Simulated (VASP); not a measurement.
Input of a VASP 6.6.1 run:

File INCAR:

```
PREC = Accurate
ENCUT = 520
EDIFF = 1E-7
ISMEAR = 0
SIGMA = 0.05
LREAL = F
LASPH = T
NELM = 100
ALGO = Normal
ISIF = 2
LWAVE = F
LCHARG = F
GGA = CA
NBANDS = 11
```

Contents of KPOINTS:

```
regular mesh
0
Gamma
  12 12 12
```

Contents of POSCAR:

```
C
1.0
    0.0000000000      1.6666832040      1.7916844443
    1.6666832040      0.0000000000      1.7916844443
    1.6666832040      1.6666832040      0.0000000000
C
2
Direct
    0.5000000000      0.5000000000      0.5000000000
    0.7500000000      0.7500000000      0.7500000000
```

Potentials or basis: VASP PAW LDA potentials, release 64 (C).

Launch:

```console
$ cat potpaw_LDA.64/C/POTCAR > POTCAR
$ mpirun -np 1 vasp_std > vasp.out
```

(1) Predict the pressure.

(2) What does it give for the band gap on the k mesh?

## Answers

(1) 58.8 GPa.

(2) 3.47 eV, indirect (least direct gap 5.23 eV).
